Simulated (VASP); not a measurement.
The system is LiGeBr2.

```xyz
4
Lattice="3.5909 0.0000 0.0000 -1.7955 3.1098 0.0000 0.0000 0.0000 5.0288" Properties=species:S:1:pos:R:3 pbc="T T T"
Li    0.0000    0.0000    2.5144
Ge    0.0000    0.0000    0.0000
Br    1.7955    1.0366    1.4144
Br    0.0000    2.0732    3.6144
```

| Property | Result |
| --- | --- |
| Program | VASP 6.6.1 |
| Task | relaxation of cell and atoms |
| Functional | PBE |
| Potentials or basis | VASP PAW PBE potentials, release 64 (Li_sv, Ge_d, Br) |
| Cutoff | 600 eV |
| k mesh | 6 × 6 × 4 |
| Occupations | gaussian, width 0.1 eV |
| Spin | no spin polarisation |

At the start: pressure 59.6 GPa; volume 14.04 Å³/atom.

Where does the relaxation end?

Over 10 steps the energy falls by 1302.2 meV/atom and the volume is 25.65 Å³/atom (+82.7 %); space group P-3m1 (No. 164, to 0.1 Å) before and after.

The path:
```tsv
step	energy change (eV)	largest force (eV/Å)	pressure (GPa)	volume (Å³)
1	0.0000	0.2487	59.63	56.16
2	-4.9788	0.6294	-2.43	110.22
3	-5.0534	0.5799	1.08	97.05
4	-5.0630	0.5984	-0.09	100.58
5	-5.0628	0.5930	0.24	99.51
6	-5.0982	0.5257	0.17	99.74
7	-5.1773	0.2798	0.19	100.38
8	-5.1881	0.2651	0.56	101.55
9	-5.2082	0.0181	0.30	101.05
10	-5.2089	0.0159	-0.18	102.58
```

Final structure:
```cif
data_structure
_symmetry_space_group_name_H-M 'P 1'
_symmetry_Int_Tables_number 1
_cell_length_a 4.4939
_cell_length_b 4.4939
_cell_length_c 5.8653
_cell_angle_alpha 90.000
_cell_angle_beta 90.000
_cell_angle_gamma 120.000
_cell_volume 102.58
loop_
_atom_site_label
_atom_site_type_symbol
_atom_site_fract_x
_atom_site_fract_y
_atom_site_fract_z
_atom_site_occupancy
Li1 Li 0.00000 0.00000 0.50000 1
Ge1 Ge 0.00000 0.00000 0.00000 1
Br1 Br 0.66667 0.33333 0.24988 1
Br2 Br 0.33333 0.66667 0.75012 1
```

Caveat: the cutoff is under 1.25 times the usual one of these potentials, so pressure, stress and relaxed cells hold a basis-set (Pulay) error; the volume moved by over 15 % at a fixed basis, so the end points are rough; an odd number of electrons without spin polarisation forces a metal; a magnetic or distorted state may lie lower.
